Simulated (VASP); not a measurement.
# W18Se36F (a cell with a defect) in VASP: notebook

W18Se36F (a cell with a defect) is run at these levels: PBE; tasks: single point.

Everything below comes from runs of VASP 6.6.1. Logs are shortened: lines on timing, memory, paths and dates and some standing lists are left out, and cuts for length are marked.

## (1) The cell of the first run

The cell holds a defect, 55 atoms: a = 9.750 Å, b = 9.750 Å, c = 12.826 Å, α = 90.00°, β = 90.00°, γ = 120.00°.

## (2) Single point, PBE

INCAR

```
SYSTEM = W18Se36F
  PREC = Accurate
  ENCUT = 520
  EDIFF = 1E-6
  ISMEAR = -1
  SIGMA = 0.01
  LREAL = Auto
  LASPH = .True.
  NELM = 100
  ALGO = Normal
  ISIF = 2
  LWAVE = .False.
  LCHARG = .True.
  GGA = PE
  LELF = .True.
  LVHAR = .True.
  NBANDS = 270
  NELECT = 476.0
```

KPOINTS

```
regular mesh
0
Gamma
  1 1 1
  0 0 0
```

POSCAR

```
W18Se36F
1.0
    9.7497821400      0.0000000800      0.0000000000
   -4.8748911500      8.4435589800      0.0000000000
    0.0000000000      0.0000000000     12.8261208300
W Se F
18 36 1
Direct
    0.2224850168      0.1106655362      0.7479781399
    0.1105834414      0.2224994218      0.2522549135
    0.2205383654      0.4435635484      0.7442958106
    0.1105798585      0.5547558799      0.2522484423
    0.2224974679      0.7784179631      0.7479836754
    0.1125322930      0.8896072153      0.2559440258
    0.5547571410      0.1106737050      0.7479839873
    0.4434744194      0.2205556885      0.2559318631
    0.5556398141      0.4447205218      0.7480228143
    0.4446218729      0.5556506416      0.2522027543
    0.5556451830      0.7775339725      0.7480168889
    0.4434723027      0.8896102914      0.2559305377
    0.8896022129      0.1126297490      0.7442972140
    0.7783109528      0.2225067584      0.2522510152
    0.8895930755      0.4435745564      0.7443065699
    0.7774340726      0.5556597578      0.2522071204
    0.8884540252      0.7775312454      0.7480214889
    0.7774360165      0.8884710767      0.2522101610
    0.1103459612      0.2228203765      0.8767208066
    0.2207872778      0.1123052477      0.3853311586
    0.1122939044      0.2208751067      0.6149002574
    0.2227226991      0.1103468318      0.1235103755
    0.1103528061      0.5541216686      0.8767267320
    0.2219796814      0.4443253125      0.3828499720
    0.1122841680      0.5580059312      0.6149123421
    0.2225405958      0.4445983016      0.1211467614
    0.1105262357      0.8885605002      0.8790798207
    0.2207862904      0.7751572527      0.3853264807
    0.1111078614      0.8888463986      0.6173768441
    0.2227226106      0.7790512268      0.1235070230
    0.4446026968      0.2226448550      0.8790799767
    0.5579017388      0.1123022836      0.3853317823
    0.4443194343      0.2220641757      0.6173861220
    0.5540177599      0.1103547637      0.1235048399
    0.4385347093      0.5525745691      0.8761912623
    0.5559384855      0.4454829965      0.3837295052
    0.4454637479      0.5560297471      0.6164974668
    0.5524783983      0.4385468219      0.1240300182
    0.4446151765      0.8885657082      0.8790825495
    0.5559336559      0.7771420761      0.3837238917
    0.4443107047      0.8888550411      0.6173722441
    0.5524768674      0.7806147824      0.1240374250
    0.7790510422      0.2228209624      0.8767296947
    0.8887572541      0.1111236306      0.3828526228
    0.7751637149      0.2208862332      0.6149089896
    0.8884671556      0.1105442540      0.1211512834
    0.7805936372      0.5525753949      0.8761985911
    0.8887548913      0.4443322937      0.3828506736
    0.7771297554      0.5560363762      0.6165040939
    0.8884664695      0.4446170078      0.1211464495
    0.7806059515      0.8946402761      0.8761939911
    0.8876009437      0.7771440863      0.3837329357
    0.7771408355      0.8877063517      0.6164946600
    0.8945472025      0.7806228326      0.1240389063
    0.6665227443      0.6665875089      0.0001166370
```

Potentials or basis: VASP PAW PBE potentials, release 64 (W_sv, Se, F).

Started as:

```
cat potpaw_PBE.64/W_sv/POTCAR potpaw_PBE.64/Se/POTCAR potpaw_PBE.64/F/POTCAR > POTCAR
mpirun -np 1 vasp_gam > vasp.out
```

OUTCAR:

```text
SYSTEM = W18Se36F
   PREC = Accurate
   ENCUT = 520
   EDIFF = 1E-6
   ISMEAR = -1
   LREAL = Auto
   LASPH = .True.
   NELM = 100
   ISIF = 2
   GGA = PE
   NELECT = 476.0

 ion  position               nearest neighbor table
   1  0.222  0.111  0.748-  19 2.51  29 2.51  33 2.51  27 2.52  31 2.52  21 2.53   5 3.24   7 3.24
                            17 3.25   9 3.25  13 3.26   3 3.26
   2  0.111  0.222  0.252-  22 2.51  24 2.51  44 2.51  26 2.52  46 2.52  20 2.53   4 3.24  14 3.24
                            18 3.25  10 3.25   8 3.26   6 3.26
   3  0.221  0.444  0.744-  35 2.50  25 2.51  21 2.51  37 2.51  19 2.52  23 2.52  13 3.23  15 3.23
                             1 3.26   5 3.26   9 3.26  11 3.26
   4  0.111  0.555  0.252-  30 2.51  48 2.51  24 2.51  50 2.52  26 2.52  28 2.53   2 3.24  14 3.24
                            10 3.25  16 3.25  12 3.26   6 3.26
   5  0.222  0.778  0.748-  23 2.51  29 2.51  41 2.51  27 2.52  39 2.52  25 2.53   1 3.24   7 3.24
                            11 3.25  17 3.25  15 3.26   3 3.26
   6  0.113  0.890  0.256-  54 2.50  28 2.51  20 2.51  52 2.51  22 2.52  30 2.52  12 3.23   8 3.23
                             2 3.26   4 3.26  16 3.26  18 3.26
   7  0.555  0.111  0.748-  43 2.51  33 2.51  41 2.51  39 2.52  31 2.52  45 2.53   5 3.24   1 3.24
                            11 3.25   9 3.25  13 3.26  15 3.26
   8  0.443  0.221  0.256-  38 2.50  32 2.51  20 2.51  36 2.51  22 2.52  34 2.52  12 3.23   6 3.23
                            14 3.26   2 3.26  10 3.26  16 3.26
   9  0.556  0.445  0.748-  35 2.51  47 2.51  31 2.52  33 2.52  49 2.52  37 2.52  11 3.24  17 3.24
                             1 3.25   7 3.25   3 3.26  15 3.26
  10  0.445  0.556  0.252-  42 2.51  38 2.51  26 2.52  24 2.52  40 2.52  36 2.52  16 3.24  18 3.24
                             4 3.25   2 3.25   8 3.26  12 3.26
  11  0.556  0.778  0.748-  35 2.51  51 2.51  39 2.52  41 2.52  53 2.52  37 2.52  17 3.24   9 3.24
                             7 3.25   5 3.25  13 3.26   3 3.26
[... 48 lines left out ...]
  53  0.777  0.888  0.616-  13 2.51  17 2.52  11 2.52
  54  0.895  0.781  0.124-   6 2.50  16 2.51  18 2.51
  55  0.667  0.667  0.000-

  LATTYP: Found a hexagonal cell.
 ALAT       =     9.7497821400
 C/A-ratio  =     1.3155289673

  Lattice vectors:

 A1 = (   9.7497821400,   0.0000000800,   0.0000000000)
 A2 = (  -4.8748911500,   8.4435589800,   0.0000000000)
 A3 = (   0.0000000000,   0.0000000000,  12.8261208300)

Analysis of symmetry for initial positions (statically):
=====================================================================
 Subroutine PRICEL returns:
 Original cell was already a primitive cell.

 Routine SETGRP: Setting up the symmetry group for a
 hexagonal supercell.

 Subroutine GETGRP returns: Found  1 space group operations
 (whereof  1 operations were pure point group operations)
 out of a pool of 24 trial point group operations.

The static configuration has the point symmetry C_1 .

Analysis of symmetry for dynamics (positions and initial velocities):
=====================================================================
 Subroutine PRICEL returns:
 Original cell was already a primitive cell.

 Routine SETGRP: Setting up the symmetry group for a
 hexagonal supercell.

 Subroutine GETGRP returns: Found  1 space group operations
 (whereof  1 operations were pure point group operations)
 out of a pool of 24 trial point group operations.

The dynamic configuration has the point symmetry C_1 .

 Subroutine INISYM returns: Found  1 space group operations
 (whereof  1 operations are pure point group operations),
 and found     1 'primitive' translations

----------------------------------------------------------------------------------------

                                     Primitive cell

  volume of cell :    1055.8830

  direct lattice vectors                    reciprocal lattice vectors
     9.749782140  0.000000080  0.000000000     0.102566394  0.059216736  0.000000000
[... 47 lines left out ...]
   NFREE  =      0    steps in history (QN), initial steepest desc. (CG)
   ISIF   =      2    stress and relaxation
   ISYM   =      2    0-nonsym 1-usesym 2-fastsym
   POTIM  = 0.5000    time-step for ionic-motion
   TEBEG  =    0.0;   TEEND  =   0.0 temperature during run
   PSTRESS=    0.0 pullay stress
   NELECT =     476.0000    total number of electrons
   NUPDOWN=      -1.0000    fix difference up-down
   EMIN   =  10.00;   EMAX   =-10.00  energy-range for DOS
   EFERMI =   0.00;   METHOD = LEGACY
   ISMEAR =    -1;   SIGMA  =   0.01  broadening in eV -4-tet -1-fermi 0-gaus
   EFERMI_NEDOS =   21; number of points for ismear=-14 and -15
   IALGO  =     38    algorithm
   IMIX   =      4    mixing-type and parameters
     AMIX     =   0.40;   BMIX     =  1.00
     AMIX_MAG =   1.60;   BMIX_MAG =  1.00
  volume/ion in A,a.u.               =      19.20       129.55
  Fermi-wavevector in a.u.,A,eV,Ry     =   1.255274  2.372124 21.438876  1.575713
  Thomas-Fermi vector in A             =   2.389039
   LORBIT       =      0    0 simple, 1 ext, 2 COOP (PROOUT), +10 PAW based schemes
   GGA     = PE    functional components
[... 5 lines left out ...]
 non-spin polarized calculation
  energy-cutoff  :      520.00
  volume of cell :     1055.88
 maximum number of plane-waves:     14202
 NGX is ok and might be reduce to    80
   NGX = 37   NGY = 37   NGZ = 47

 number of electron     476.0000009 magnetization

 Free energy of the ion-electron system (eV)
  ---------------------------------------------------
  ext. energy  EPLUGINS =         0.00000000
  ---------------------------------------------------
  free energy    TOTEN  =      -381.28154531 eV

  energy without entropy =     -381.28154531  energy(sigma->0) =     -381.28154531

 E-fermi :   7.1962     XC(G=0): -11.0113

 val. band max:        6.7941525986   @ k =   0.0000   0.0000   0.0000
 cond. band min:       8.2434679364   @ k =   0.0000   0.0000   0.0000
 fundamental gap:      1.4493153379
 Fermi energy:         7.1961929833

 k-point     1 :       0.0000    0.0000    0.0000
  band No.  band energies     occupation
      1     -67.4247      2.00000
      2     -67.4246      2.00000
      3     -67.4191      2.00000
      4     -67.4191      2.00000
      5     -67.4191      2.00000
      6     -67.4190      2.00000
[... 242 lines left out ...]
    249       8.4831      0.00000
    250       8.7023      0.00000
 [bands above 250 left out]

------------------------ aborting loop because EDIFF is reached ----------------------------------------

  FORCE on cell =-STRESS in cart. coord.  units (eV):
  Direction    XX          YY          ZZ          XY          YZ          ZX
  --------------------------------------------------------------------------------------
  -------------------------------------------------------------------------------------
  Total       70.6587749     70.6249665     64.1048648     -0.0244597     -0.0132947      0.0102203
  in kB      107.2163218    107.1650215     97.2715394     -0.0371147     -0.0201731      0.0155081
  external PRESSURE =     103.8842942 kB  Pullay stress =       0.0000000 kB

 VOLUME and BASIS-vectors are now :
 -----------------------------------------------------------------------------
  energy-cutoff  :      520.00
  volume of cell :     1055.88
      direct lattice vectors                 reciprocal lattice vectors
     9.749782140  0.000000080  0.000000000     0.102566394  0.059216736  0.000000000
    -4.874891150  8.443558980  0.000000000    -0.000000001  0.118433471  0.000000000
     0.000000000  0.000000000 12.826120830     0.000000000  0.000000000  0.077965896

 POSITION                                       TOTAL-FORCE (eV/Angst)
 -----------------------------------------------------------------------------------
      1.62970      0.93441      9.59366         0.001640      0.001573      0.005026
     -0.00650      1.87869      3.23545        -0.000909      0.001081     -0.005556
     -0.01212      3.74525      9.54643        -0.002319     -0.000061      0.001606
     -1.62624      4.68411      3.23537         0.000788     -0.001689     -0.002739
     -1.62540      6.57262      9.59373         0.000584     -0.000301      0.002425
     -3.23957      7.51145      3.28277         0.002247      0.001877     -0.002547
[... 47 lines left out ...]
      4.91619      6.59123      1.59094        -0.002861      0.003374     -0.058059
      3.24891      5.62837      0.00150         0.000597      0.000745     -0.000767
 -----------------------------------------------------------------------------------
    total drift:                                0.014526      0.030394     -0.000132

  FREE ENERGIE OF THE ION-ELECTRON SYSTEM (eV)
  ---------------------------------------------------
  free  energy   TOTEN  =      -381.2815453108 eV

  energy  without entropy=     -381.2815453108  energy(sigma->0) =     -381.28154531
```

It took 20 min on 1 thread of AMD EPYC 7R43 (Zen 3), shared host; peak memory 1.2 GiB.

What came out:

| Quantity | Value |
| --- | --- |
| Free energy | -381.2815 eV |
| Largest force | 0.064 eV/Å |

Forces on the atoms (eV/Å):
```
W    0.002  0.002  0.005
W   -0.001  0.001 -0.006
W   -0.002  0.000  0.002
W    0.001 -0.002 -0.003
W    0.001  0.000  0.002
W    0.002  0.002 -0.003
W   -0.002  0.000  0.003
W    0.000 -0.003 -0.002
W    0.000 -0.008 -0.005
W   -0.008 -0.004  0.006
W   -0.008  0.002 -0.006
W   -0.003  0.001 -0.002
W    0.001  0.002  0.001
W    0.000  0.000 -0.003
W    0.003 -0.003  0.002
W    0.006 -0.006  0.006
W    0.007  0.002 -0.004
W   -0.002  0.007  0.004
Se   0.000  0.001  0.050
Se   0.008  0.002  0.053
Se  -0.002  0.006 -0.053
Se   0.002  0.002 -0.050
Se   0.003 -0.006  0.058
Se   0.000  0.002  0.044
Se  -0.003  0.010 -0.053
Se  -0.002  0.001 -0.052
Se   0.004 -0.002  0.053
Se   0.010 -0.004  0.053
Se  -0.002  0.000 -0.048
Se   0.006 -0.003 -0.055
Se   0.002 -0.002  0.051
Se   0.013  0.003  0.052
Se  -0.001  0.001 -0.043
Se  -0.006  0.001 -0.055
Se  -0.001 -0.004  0.055
Se   0.003  0.005  0.041
Se   0.002  0.004 -0.041
Se  -0.002 -0.001 -0.056
Se   0.000  0.003  0.056
Se  -0.003 -0.001  0.044
Se  -0.001  0.000 -0.042
Se   0.000 -0.010 -0.063
Se  -0.005  0.002  0.057
Se   0.000  0.000  0.051
Se  -0.009  0.006 -0.053
Se  -0.004  0.000 -0.054
Se  -0.007 -0.005  0.061
Se  -0.004 -0.003  0.043
Se   0.001 -0.003 -0.044
Se   0.001  0.002 -0.057
Se   0.003 -0.001  0.061
Se  -0.002  0.000  0.050
Se   0.001 -0.003 -0.052
Se  -0.003  0.003 -0.058
F    0.001  0.001 -0.001
```

Levels at points of the mesh, in eV from the Fermi level:
```
           k point  band 236  band 237  band 238  band 239  band 240  band 241
(0.00, 0.00, 0.00)     -0.56     -0.54     -0.40      1.05      1.05      1.05
```

Caveat: the k points lie up to 0.74 Å⁻¹ apart; the cell carries a net charge on a neutralising background, which shifts energy and pressure; the cell is charged against a uniform background, so pressure and absolute levels hang on convention; spin-orbit coupling is left out, which moves the levels of the heavy elements.

## (3) Single point, PBE

INCAR

```
SYSTEM = W18Se36F
PREC = Accurate ; ENCUT = 520
EDIFF = 1E-7 ; ISMEAR = -1
SIGMA = 0.01 ; LREAL = Auto
LASPH = .True. ; NELM = 60
ALGO = Normal ; ISIF = 2
LWAVE = .False. ; LCHARG = .False.
GGA = PE ; NELECT = 476.0
NBANDS = 270
```

KPOINTS is that of step 2.

POSCAR

```
W18Se36F
1.0
    9.7497821400      0.0000000800      0.0000000000
   -4.8748911500      8.4435589800      0.0000000000
    0.0000000000      0.0000000000     12.8261208300
W Se F
18 36 1
Direct
    0.2222946714      0.1113747159      0.7480005940
    0.1113220254      0.2223486560      0.2522319135
    0.2222870128      0.4442907299      0.7480003601
    0.1102379443      0.5563412303      0.2559070699
    0.2214229436      0.7773961191      0.7480037127
    0.1102378049      0.8872749049      0.2559037174
    0.5562849409      0.1102966128      0.7443304275
    0.4442368377      0.2223439155      0.2522316017
    0.5552089973      0.4442874106      0.7480005940
    0.4442365166      0.5552707070      0.2522320695
    0.5562876799      0.7793609272      0.7443267631
    0.4451040132      0.8892410158      0.2522293406
    0.8872200685      0.1102934120      0.7443290241
    0.7773424376      0.2214819536      0.2522316017
    0.8891851623      0.4451561170      0.7480055839
    0.7793087581      0.5563438295      0.2559078496
    0.8891792897      0.7773975340      0.7480057398
    0.7773461613      0.8892411311      0.2522286390
    0.1052523118      0.2193095348      0.8761759030
    0.2227032246      0.1121951045      0.3837119629
    0.1121409761      0.2227576068      0.6165203108
    0.2192581292      0.1053051189      0.1240573842
    0.1112831411      0.5553015029      0.8791092139
    0.2227010604      0.4438824897      0.3837121188
    0.1109735414      0.5556023239      0.6173767661
    0.2192564480      0.4473294959      0.1240576961
    0.1112814690      0.8893534123      0.8791071088
    0.2246837557      0.7790316853      0.3853028570
    0.1109737927      0.8887435984      0.6173787932
    0.2207999989      0.7770874815      0.1234949383
    0.4472714133      0.2193129661      0.8761776182
    0.5555481119      0.1110324400      0.3828575346
    0.4438275960      0.2227549981      0.6165202328
    0.5552481154      0.1113372877      0.1211260225
    0.4472720022      0.5613314214      0.8761733301
    0.5543822241      0.4438788151      0.3837121968
    0.4438212602      0.5544375275      0.6165193752
    0.5612814349      0.4473319798      0.1240584758
    0.4457296319      0.8895482322      0.8767372574
    0.5555526713      0.7778946024      0.3828566770
    0.4418440503      0.8876081736      0.6149325353
    0.5552502546      0.7772875124      0.1211241513
    0.7770309267      0.2208501110      0.8767402201
    0.8886932398      0.1110353976      0.3828548058
    0.7789723137      0.2247378081      0.6149329251
    0.8893014931      0.1113421403      0.1211269581
    0.7772282186      0.5552991279      0.8791082783
    0.8875517704      0.4418975384      0.3853052739
    0.7778379976      0.5556033835      0.6173776238
    0.8894953430      0.4457857093      0.1234962637
    0.7770277559      0.8895505978      0.8767395184
    0.8875506507      0.7790314421      0.3853034028
    0.7789741141      0.8876076966      0.6149306641
    0.8894945303      0.7770852249      0.1234937688
    0.3332663468      0.3333209349      0.0001234200
```

Potentials or basis: VASP PAW PBE potentials, release 64 (W_sv, Se, F).

Started as:

```
cat potpaw_PBE.64/W_sv/POTCAR potpaw_PBE.64/Se/POTCAR potpaw_PBE.64/F/POTCAR > POTCAR
mpirun -np 1 vasp_gam > vasp.out
```

It took 21 min on 1 thread of Intel Xeon Platinum 8259CL at 2.50GHz (Skylake/Cascade Lake), shared host; peak memory 1.2 GiB.

Results (log left out):

```yaml
Free_energy: -381.2815 eV
Largest_force: 0.065 eV/Å
```

Forces in eV/Å, atoms in the order of the input:
```
W    0.002  0.002  0.002
W    0.001  0.002 -0.002
W    0.002  0.001  0.000
W   -0.001  0.002  0.002
W    0.000  0.000  0.001
W   -0.001 -0.001  0.004
W    0.002 -0.001 -0.003
W    0.000  0.002  0.000
W   -0.001 -0.001  0.000
W   -0.001 -0.001  0.000
W   -0.001  0.001 -0.003
W    0.001  0.000 -0.001
W    0.000 -0.001 -0.003
W   -0.001  0.000 -0.001
W   -0.001  0.001  0.002
W    0.001  0.000  0.002
W    0.000 -0.001  0.003
W   -0.001 -0.001 -0.003
Se   0.001 -0.003  0.062
Se   0.000  0.001  0.053
Se   0.001 -0.002 -0.053
Se  -0.004  0.001 -0.059
Se  -0.001 -0.002  0.057
Se  -0.001  0.004  0.046
Se  -0.001  0.000 -0.045
Se   0.010  0.007 -0.064
Se   0.002  0.000  0.054
Se   0.008 -0.007  0.052
Se  -0.001  0.002 -0.051
Se   0.006 -0.002 -0.057
Se   0.002  0.007  0.063
Se   0.000  0.001  0.044
Se   0.004  0.001 -0.046
Se  -0.002 -0.002 -0.060
Se   0.004  0.002  0.055
Se  -0.003 -0.004  0.044
Se  -0.001 -0.002 -0.044
Se  -0.001  0.004 -0.057
Se   0.005 -0.002  0.061
Se  -0.001 -0.002  0.045
Se  -0.012 -0.001 -0.053
Se  -0.002  0.000 -0.051
Se  -0.004  0.001  0.060
Se   0.002  0.002  0.051
Se  -0.009  0.004 -0.054
Se  -0.001  0.003 -0.054
Se   0.000 -0.003  0.052
Se   0.005 -0.010  0.054
Se   0.000 -0.001 -0.044
Se  -0.004  0.005 -0.058
Se   0.000  0.001  0.053
Se   0.003 -0.006  0.052
Se  -0.006 -0.001 -0.055
Se   0.000  0.000 -0.053
F    0.001  0.000 -0.001
```

Levels at points of the mesh, in eV from the Fermi level:
```csv
k point,band 236,band 237,band 238,band 239,band 240,band 241
"(0.00, 0.00, 0.00)",-0.53,-0.51,-0.37,1.08,1.08,1.08
```

Caveat: the k points lie up to 0.74 Å⁻¹ apart; the cell carries a net charge on a neutralising background, which shifts energy and pressure; the cell is charged against a uniform background, so pressure and absolute levels hang on convention; spin-orbit coupling is left out, which moves the levels of the heavy elements.
